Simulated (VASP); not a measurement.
Wanted: the native input for a VASP 6.6.1 run.

| Property | Result |
| --- | --- |
| Task | single point |
| Functional | PBE |
| Potentials or basis | VASP PAW PBE potentials, release 64 (Si, Ge_d) |
| Cutoff | 520 eV |
| k mesh | 6 × 6 × 4 |
| Occupations | gaussian, width 0.1 eV |
| Spin | no spin polarisation |
| Dipole correction | no |
| Further INCAR settings | ALGO = Normal; EDIFF = 1e-06; NBANDS = 21 |

The structure of Si3Ge lies in POSCAR:

```
Si3Ge
1.0
    3.5797151400      0.0000000000      0.0000000000
    0.0000000000      3.5797151400      0.0000000000
    0.0000000000      0.0000000000      5.0624817100
Si Ge
3 1
Direct
    0.0000000000      0.0000000000      0.0000000000
    0.5000000000      0.0000000000      0.7500000000
    0.0000000000      0.5000000000      0.2500000000
    0.5000000000      0.5000000000      0.5000000000
```

These files were run (other wordings do the same):

INCAR

```
SYSTEM = Si3Ge
PREC = Accurate ; ENCUT = 520
EDIFF = 1E-6 ; ISMEAR = 0
SIGMA = 0.1 ; LREAL = .FALSE.
LASPH = .TRUE. ; NELM = 100
ALGO = Normal ; ISIF = 2
LWAVE = .FALSE. ; LCHARG = .FALSE.
GGA = PE ; NBANDS = 21
```

KPOINTS

```
regular mesh
0
G
  6 6 4
  0 0 0
```

Potentials or basis: VASP PAW PBE potentials, release 64 (Si, Ge_d).

The run is started by

```sh
$ cat potpaw_PBE.64/Si/POTCAR potpaw_PBE.64/Ge_d/POTCAR > POTCAR
$ mpirun -np 1 vasp_std > vasp.out
```

Results of the run:

```json
{"Pressure": "38.1 GPa", "Largest force": "0.794 eV/Å", "Band gap on the k mesh": "zero (band 13 reaches 8.34 eV, above the bottom of band 14 at 8.20 eV)"}
```

Run time: 13 s on 1 thread of Intel(R) Xeon(R) 6975P-C (Granite Rapids) (shared host), peak memory 0.19 GiB.
